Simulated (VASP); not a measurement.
# Pd (Fm-3m) in VASP: further runs

Aim: see how the results for Pd move with the level of theory and the settings. Levels: revPBE+D3(BJ), PBE+D4. Tasks: single point, relaxation of cell and atoms.

Everything below comes from runs of VASP 6.6.1. Logs are shortened: lines on timing, memory, paths and dates and some standing lists are left out, and cuts for length are marked.

**1. The cell of the first run**

The structure is cubic, space group Fm-3m (No. 225). The conventional cell has a = 3.864 Å, b = 3.864 Å, c = 3.864 Å, α = 90.00°, β = 90.00°, γ = 90.00°. Within 3.6 Å of Pd (site symmetry m-3m) lie 12 Pd at 2.73 Å.

**2. Single point, revPBE+D3(BJ)**

Input file INCAR:

```
SYSTEM = Pd
ALGO = Normal ; EDIFF = 1E-6
ENCUT = 520 ; GGA = RE
ISIF = 2 ; ISMEAR = -1
IVDW = 12 ; LASPH = .True.
LCHARG = .True. ; LELF = .True.
LREAL = .False. ; LVHAR = .True.
LWAVE = .False. ; NBANDS = 11
NELM = 100 ; PREC = Accurate
SIGMA = 0.05
```

Input file KPOINTS:

```
k-points
0
Gamma
  12 12 12
  0 0 0
```

Input file POSCAR:

```
Pd
1.0
    0.0000000000      1.9318768878      1.9318768878
    1.9318768878      0.0000000000      1.9318768878
    1.9318768878      1.9318768878      0.0000000000
Pd
1
Direct
    0.0000000000      0.0000000000      0.0000000000
```

Potentials or basis: VASP PAW PBE potentials, release 64 (Pd).

The run is started by

```console
$ cat potpaw_PBE.64/Pd/POTCAR > POTCAR
$ mpirun -np 1 vasp_std > vasp.out
```

OUTCAR:

```text
SYSTEM = Pd
   EDIFF = 1E-6
   ENCUT = 520
   GGA = RE
   ISIF = 2
   ISMEAR = -1
   IVDW = 12
   LASPH = .True.
   LREAL = .False.
   NELM = 100
   PREC = Accurate
 IVDW          = 12

 ion  position               nearest neighbor table
   1  0.000  0.000  0.000-

  LATTYP: Found a face centered cubic cell.
 ALAT       =     3.8637537756

  Lattice vectors:

 A1 = (   0.0000000000,   1.9318768878,   1.9318768878)
 A2 = (   1.9318768878,   0.0000000000,   1.9318768878)
 A3 = (   1.9318768878,   1.9318768878,   0.0000000000)

Analysis of symmetry for initial positions (statically):
[... 33 lines left out ...]
                                     Primitive cell

  volume of cell :      14.4201

  direct lattice vectors                    reciprocal lattice vectors
     0.000000000  1.931876888  1.931876888    -0.258815664  0.258815664  0.258815664
     1.931876888  0.000000000  1.931876888     0.258815664 -0.258815664  0.258815664
     1.931876888  1.931876888  0.000000000     0.258815664  0.258815664 -0.258815664

  length of vectors
     2.732086496  2.732086496  2.732086496     0.448281880  0.448281880  0.448281880

  position of ions in fractional coordinates (direct lattice)
     0.000000000  0.000000000  0.000000000

  ion indices of the primitive-cell ions
   primitive index   ion index
                 1           1

----------------------------------------------------------------------------------------

 KPOINTS: k-points

Automatic generation of k-mesh.
 Grid dimensions read from file:
 generate k-points for:   12   12   12

 Generating k-lattice:

  Cartesian coordinates                     Fractional coordinates (reciprocal lattice)
    -0.021567972  0.021567972  0.021567972     0.083333333  0.000000000  0.000000000
     0.021567972 -0.021567972  0.021567972     0.000000000  0.083333333  0.000000000
     0.021567972  0.021567972 -0.021567972     0.000000000  0.000000000  0.083333333

  Length of vectors
     0.037356823  0.037356823  0.037356823

  Shift w.r.t. Gamma in fractional coordinates (k-lattice)
     0.000000000  0.000000000  0.000000000

 Subroutine IBZKPT returns following result:
 ===========================================

 Found     72 irreducible k-points:

 Following reciprocal coordinates:
            Coordinates               Weight
  0.000000  0.000000  0.000000      1.000000
  0.083333  0.000000  0.000000      8.000000
  0.166667  0.000000  0.000000      8.000000
  0.250000  0.000000  0.000000      8.000000
  0.333333  0.000000  0.000000      8.000000
  0.416667  0.000000  0.000000      8.000000
[... 16 lines left out ...]
  0.500000  0.166667  0.000000     24.000000
 -0.416667  0.166667  0.000000     24.000000
 [... further k-points ...]
   k-points           NKPTS =     72   k-points in BZ     NKDIM =     72   number of bands    NBANDS=     11
   number of dos      NEDOS =    301   number of ions     NIONS =      1
   total plane-waves  NPLWV =   8000
   dimension x,y,z NGX =    20 NGY =   20 NGZ =   20
   dimension x,y,z NGXF=    40 NGYF=   40 NGZF=   40
   ions per type =               1
   NGX,Y,Z   is equivalent  to a cutoff of  12.17, 12.17, 12.17 a.u.
   NGXF,Y,Z  is equivalent  to a cutoff of  24.34, 24.34, 24.34 a.u.
 SYSTEM =  Pd
   PREC   = accura    normal or accurate (medium, high low for compatibility)
   ISTART =      0    job   : 0-new  1-cont  2-samecut
   ICHARG =      2    charge: 1-file 2-atom 10-const
   ISPIN  =      1    spin polarized calculation?
   LNONCOLLINEAR =      F non collinear calculations
   LSORBIT =      F    spin-orbit coupling
   LASPH  =      T    aspherical Exc in radial PAW
   ENCUT  =  520.0 eV  38.22 Ry    6.18 a.u.   5.08  5.08  5.08*2*pi/ulx,y,z
   NELM   =    100;   NELMIN=  2; NELMDL= -5     # of ELM steps
   EDIFF  = 0.1E-05   stopping-criterion for ELM
   LREAL  =      F    real-space projection
   EDIFFG = 0.1E-04   stopping-criterion for IOM
   NSW    =      0    number of steps for IOM
   IBRION =     -1    ionic relax: 0-MD 1-quasi-New 2-CG
   NFREE  =      0    steps in history (QN), initial steepest desc. (CG)
   ISIF   =      2    stress and relaxation
   ISYM   =      2    0-nonsym 1-usesym 2-fastsym
   POTIM  = 0.5000    time-step for ionic-motion
   TEBEG  =    0.0;   TEEND  =   0.0 temperature during run
   PSTRESS=    0.0 pullay stress
   NELECT =      10.0000    total number of electrons
   NUPDOWN=      -1.0000    fix difference up-down
   EMIN   =  10.00;   EMAX   =-10.00  energy-range for DOS
   EFERMI =   0.00;   METHOD = LEGACY
   ISMEAR =    -1;   SIGMA  =   0.05  broadening in eV -4-tet -1-fermi 0-gaus
   EFERMI_NEDOS =   21; number of points for ismear=-14 and -15
   IALGO  =     38    algorithm
   IMIX   =      4    mixing-type and parameters
     AMIX     =   0.40;   BMIX     =  1.00
     AMIX_MAG =   1.60;   BMIX_MAG =  1.00
  volume/ion in A,a.u.               =      14.42        97.31
  Fermi-wavevector in a.u.,A,eV,Ry     =   1.449057  2.738320 28.569042  2.099765
  Thomas-Fermi vector in A             =   2.566827
   LORBIT       =      0    0 simple, 1 ext, 2 COOP (PROOUT), +10 PAW based schemes
   GGA     = RE    functional components
   LHFCALC =     F    Hartree Fock is set to
   AEXX    =    0.0000 exact exchange contribution
   IVDW    =    12    specifies the selected vdW correction
   LEPSILON=     F    determine dielectric tensor
   LRPA    =     F    only Hartree local field effects (RPA)
 non-spin polarized calculation
  energy-cutoff  :      520.00
  volume of cell :       14.42
 maximum number of plane-waves:       399
   NGX = 11   NGY = 11   NGZ = 11

 number of electron      10.0000003 magnetization

 Free energy of the ion-electron system (eV)
  ---------------------------------------------------
  ext. energy  EPLUGINS =         0.00000000
  ---------------------------------------------------
  free energy    TOTEN  =        -4.70644082 eV

  energy without entropy =       -4.68733158  energy(sigma->0) =       -4.69688620

 E-fermi :  10.2083     XC(G=0): -13.2564

 val. band max:       10.2057043769   @ k =  -0.4167   0.4167   0.1667
 cond. band min:      10.2090611249   @ k =   0.4167   0.0000   0.0000
 fundamental gap:      0.0033567480
 Fermi energy:        10.2083238363

 k-point     1 :       0.0000    0.0000    0.0000
  band No.  band energies     occupation
      1       2.9591      2.00000
      2       7.2928      2.00000
      3       7.2928      2.00000
      4       7.2928      2.00000
      5       8.9573      2.00000
      6       8.9573      2.00000
      7      27.4421      0.00000
      8      32.3715      0.00000
      9      32.3715      0.00000
     10      32.3715      0.00000
     11      36.3869      0.00000

 k-point     2 :       0.0833    0.0000    0.0000
  band No.  band energies     occupation
      1       3.2142      2.00000
      2       7.2036      2.00000
      3       7.3803      2.00000
      4       7.3803      2.00000
      5       8.9166      2.00000
      6       8.9166      2.00000
      7      27.7117      0.00000
      8      30.8703      0.00000
      9      32.6747      0.00000
     10      32.6747      0.00000
     11      36.4344      0.00000

 k-point     3 :       0.1667    0.0000    0.0000
  band No.  band energies     occupation
      1       3.9022      2.00000
      2       7.0511      2.00000
      3       7.5573      2.00000
      4       7.5573      2.00000
      5       8.8891      2.00000
      6       8.8891      2.00000
      7      27.6621      0.00000
      8      28.8082      0.00000
      9      33.4725      0.00000
     10      33.4725      0.00000
     11      36.5856      0.00000

 k-point     4 :       0.2500    0.0000    0.0000
  band No.  band energies     occupation
      1       4.6556      2.00000
      2       7.2731      2.00000
      3       7.5933      2.00000
      4       7.5933      2.00000
      5       9.1113      2.00000
      6       9.1113      2.00000
      7      24.9811      0.00000
      8      28.5412      0.00000
      9      34.2178      0.00000
     10      34.2178      0.00000
     11      36.2262      0.00000

 k-point     5 :       0.3333    0.0000    0.0000
  band No.  band energies     occupation
      1       4.8965      2.00000
      2       7.4513      2.00000
      3       7.4513      2.00000
      4       8.4601      2.00000
      5       9.5815      1.99999
      6       9.5815      1.99999
      7      21.9187      0.00000
      8      27.7785      0.00000
      9      33.3826      0.00000
     10      33.3826      0.00000
     11      36.9238      0.00000
[... 211 lines left out ...]
 k-point    21 :       0.3333    0.1667    0.0000
  band No.  band energies     occupation
      1       5.3714      2.00000
      2       6.4700      2.00000
      3       7.4803      2.00000
      4       8.1634      2.00000
      5       9.7980      1.99945
      6       9.8214      1.99913
      7      24.4440      0.00000
      8      28.6175      0.00000
      9      29.4441      0.00000
     10      31.6020      0.00000
     11      36.2832      0.00000

 k-point    22 :       0.4167    0.1667    0.0000
  band No.  band energies     occupation
      1       5.3870      2.00000
      2       6.8509      2.00000
      3       7.4846      2.00000
      4       8.0186      2.00000
      5      10.1570      1.47285
      6      11.4610      0.00000
      7      21.2562      0.00000
      8      27.6225      0.00000
      9      29.0927      0.00000
     10      30.8531      0.00000
     11      36.4430      0.00000

 k-point    23 :       0.5000    0.1667    0.0000
  band No.  band energies     occupation
      1       5.3458      2.00000
      2       6.7882      2.00000
      3       7.8671      2.00000
      4       8.0256      2.00000
      5      10.2476      0.62615
      6      13.3621      0.00000
      7      18.5321      0.00000
      8      26.7926      0.00000
      9      29.3558      0.00000
     10      29.8416      0.00000
     11      36.4494      0.00000

 k-point    24 :      -0.4167    0.1667    0.0000
  band No.  band energies     occupation
      1       5.4003      2.00000
      2       6.7958      2.00000
      3       7.7951      2.00000
      4       8.2340      2.00000
      5       9.9682      1.98371
      6      13.9190      0.00000
      7      18.0290      0.00000
      8      26.2498      0.00000
      9      29.2954      0.00000
     10      30.4288      0.00000
     11      36.4457      0.00000

 [... further k-points ...]

------------------------ aborting loop because EDIFF is reached ----------------------------------------

 Edisp (eV)   -1.30595

 E8    (eV) :    -0.9203

  FORCE on cell =-STRESS in cart. coord.  units (eV):
  Direction    XX          YY          ZZ          XY          YZ          ZX
  --------------------------------------------------------------------------------------
  -------------------------------------------------------------------------------------
  Total      -0.02117    -0.02117    -0.02117     0.00000     0.00000     0.00000
  in kB      -2.35193    -2.35193    -2.35193     0.00000     0.00000     0.00000
  external pressure =       -2.35 kB  Pullay stress =        0.00 kB

 VOLUME and BASIS-vectors are now :
 -----------------------------------------------------------------------------
  energy-cutoff  :      520.00
  volume of cell :       14.42
      direct lattice vectors                 reciprocal lattice vectors
     0.000000000  1.931876888  1.931876888    -0.258815664  0.258815664  0.258815664
     1.931876888  0.000000000  1.931876888     0.258815664 -0.258815664  0.258815664
     1.931876888  1.931876888  0.000000000     0.258815664  0.258815664 -0.258815664

 POSITION                                       TOTAL-FORCE (eV/Angst)
 -----------------------------------------------------------------------------------
      0.00000      0.00000      0.00000         0.000000     -0.000000     -0.000000
 -----------------------------------------------------------------------------------
    total drift:                                0.000000      0.000000      0.000000

  FREE ENERGIE OF THE ION-ELECTRON SYSTEM (eV)
  ---------------------------------------------------
  free  energy   TOTEN  =        -6.0123873603 eV

  energy  without entropy=       -5.9932781198  energy(sigma->0) =       -6.00283274
```

Wall time 4.3 s (1 thread of Intel Xeon 6975P-C (Granite Rapids), shared host); peak memory 0.14 GiB.

What came out:

* Free energy: -6.0124 eV
* Pressure: -0.2 GPa
* Band gap on the k mesh: zero (band 5 reaches 10.53 eV, above the bottom of band 6 at 8.89 eV)
* Dispersion energy per atom: -1.306 eV

Levels at points of the mesh, in eV from the Fermi level:
```
           k point  band 2  band 3  band 4  band 5  band 6  band 7  band 8  band 9
(0.00, 0.00, 0.00)   -2.92   -2.92   -2.92   -1.25   -1.25   17.23   22.16   22.16
(0.50, 0.00, 0.00)   -2.97   -2.97   -0.01   -0.01    1.02    7.56   16.60   21.40
(0.50, 0.50, 0.00)   -5.26   -0.04    0.32    0.32    3.41   11.06   13.41   13.41
```

Caveat: the PAW data sets were made with another functional, which shifts forces and pressure a little; pairwise dispersion overbinds metals, which lowers pressure and volume.

**3. Relaxation of cell and atoms, revPBE+D3(BJ)**

This run uses another cell than the first one, of 14.75 Å³/atom, 1.023 times its volume.

Input file INCAR:

```
  PREC = Accurate
  ENCUT = 600
  EDIFF = 1E-6
  ISMEAR = -1
  SIGMA = 0.05
  LREAL = False
  LASPH = True
  NELM = 60
  ALGO = Normal
  ISIF = 3
  LWAVE = False
  LCHARG = False
  GGA = RE
  IVDW = 12
  IBRION = 2
  NSW = 80
  EDIFFG = -0.01
```

Input file KPOINTS:

```
Automatic mesh
0
Gamma
  12 12 12
```

Input file POSCAR:

```
Pd
1.0
    0.0000000000      1.9465000000      1.9465000000
    1.9465000000      0.0000000000      1.9465000000
    1.9465000000      1.9465000000      0.0000000000
Pd
1
Direct
    0.0000000000      0.0000000000      0.0000000000
```

Potentials or basis: VASP PAW PBE potentials, release 64 (Pd).

The run is started by

```console
$ cat potpaw_PBE.64/Pd/POTCAR > POTCAR
$ mpirun -np 1 vasp_std > vasp.out
```

Run time: 9 s. Hardware: 1 thread of Intel Xeon 6975P-C (Granite Rapids), shared host; peak memory 0.16 GiB.

It converged, with:

```
Free energy                            : -6.0131 eV
Relaxed volume                         : 14.40 Å³/atom
Relaxed cell                           : a = 2.731 Å, b = 2.731 Å, c = 2.731 Å, α = 60.00°, β = 60.00°, γ = 60.00°
Space group after relaxing (to 0.05 Å) : Fm-3m (No. 225)
Energy gained by relaxing              : 5.1 meV/atom
Ionic steps                            : 3
Pressure after relaxing                : 0.0 GPa
Band gap on the k mesh                 : zero (band 5 reaches 10.56 eV, above the bottom of band 6 at 8.91 eV)
Dispersion energy per atom             : -1.308 eV
```

The path:
| step | energy change (eV) | largest force (eV/Å) | pressure (GPa) | volume (Å³) |
| --- | --- | --- | --- | --- |
| 1 | 0.0000 | 0.0000 | -4.55 | 14.75 |
| 2 | 0.0079 | 0.0000 | 8.36 | 13.87 |
| 3 | -0.0051 | 0.0000 | -0.03 | 14.40 |

Final structure:
```cif
data_structure
_symmetry_space_group_name_H-M 'P 1'
_symmetry_Int_Tables_number 1
_cell_length_a 2.7308
_cell_length_b 2.7308
_cell_length_c 2.7308
_cell_angle_alpha 60.000
_cell_angle_beta 60.000
_cell_angle_gamma 60.000
_cell_volume 14.40
loop_
_atom_site_label
_atom_site_type_symbol
_atom_site_fract_x
_atom_site_fract_y
_atom_site_fract_z
_atom_site_occupancy
Pd1 Pd 0.00000 0.00000 0.00000 1
```

Levels at points of the mesh, in eV from the Fermi level:
```csv
k point,band 3,band 4,band 5,band 6,band 7,band 8
"(0.00, 0.00, 0.00)",-2.92,-2.92,-1.25,-1.25,17.23,22.17
"(0.50, 0.00, 0.00)",-2.97,-0.01,-0.01,1.02,7.57,16.60
"(0.50, 0.50, 0.00)",-0.04,0.32,0.32,3.41,11.08,13.41
```

Caveat: the PAW data sets were made with another functional, which shifts forces and pressure a little; pairwise dispersion overbinds metals, which lowers pressure and volume.

**4. Single point, PBE+D4**

This run uses another cell than the first one, of 13.87 Å³/atom, 0.962 times its volume.

Input file INCAR:

```
ALGO = Normal
EDIFF = 1E-6
ENCUT = 520
GGA = PE
ISIF = 2
ISMEAR = -1
IVDW = 13
LASPH = True
LCHARG = False
LREAL = False
LWAVE = False
NBANDS = 11
NELM = 100
PREC = Accurate
SIGMA = 0.05
```

Input file KPOINTS:

```
k-points
0
Gamma
  12 12 12
```

Input file POSCAR:

```
Pd
1.0
    0.0000000000      1.9067643606      1.9067643606
    1.9067643606      0.0000000000      1.9067643606
    1.9067643606      1.9067643606      0.0000000000
Pd
1
Direct
    0.0000000000      0.0000000000      0.0000000000
```

The run is started by

```console
$ cat potpaw_PBE.64/Pd/POTCAR > POTCAR
$ mpirun -np 1 vasp_std > vasp.out
```

Wall time 7.3 s (1 thread of AMD EPYC 7R13 (Zen 3), shared host); peak memory 0.1 GiB.

The run converged. Its results:

| Property | Result |
| --- | --- |
| Free energy | -5.6664 eV |
| Pressure | 15.7 GPa |
| Band gap on the k mesh | zero (band 5 reaches 11.18 eV, above the bottom of band 6 at 9.42 eV) |
| Dispersion energy per atom | -0.522 eV |

Levels at points of the mesh, in eV from the Fermi level:
| k point | band 2 | band 3 | band 4 | band 5 | band 6 | band 7 | band 8 | band 9 |
| --- | --- | --- | --- | --- | --- | --- | --- | --- |
| (0.00, 0.00, 0.00) | -3.11 | -3.11 | -3.11 | -1.33 | -1.33 | 17.24 | 22.38 | 22.38 |
| (0.50, 0.00, 0.00) | -3.17 | -3.17 | 0.00 | 0.00 | 0.92 | 7.87 | 16.62 | 21.75 |
| (0.50, 0.50, 0.00) | -5.61 | -0.03 | 0.35 | 0.35 | 3.38 | 11.47 | 13.59 | 13.59 |

Caveat: pairwise dispersion overbinds metals, which lowers pressure and volume.

**5. Summary**

| task | level | cell | cutoff (eV) | gap on the mesh (eV) | pressure (GPa) |
| --- | --- | --- | --- | --- | --- |
| single point | revPBE+D3(BJ) | a = 2.732 Å, angles 60.0°, 1 atom | 520 | none | -0.2 |
| relaxation of cell and atoms | revPBE+D3(BJ) | relaxed from a = 2.753 Å, angles 60.0°, 1 atom | 600 | none | 0.0 |
| single point | PBE+D4 | a = 2.697 Å, angles 60.0°, 1 atom | 520 | none | 15.7 |

Alike in all rows: potentials or basis VASP PAW PBE potentials, release 64 (Pd); no spin polarisation; k mesh 12 × 12 × 12; smearing fermi-dirac 0.05 eV.

Caveats: pairwise dispersion overbinds metals, which lowers pressure and volume; the PAW data sets were made with another functional, which shifts forces and pressure a little (some runs).

Absolute energies hang on the potentials; compare differences alone.
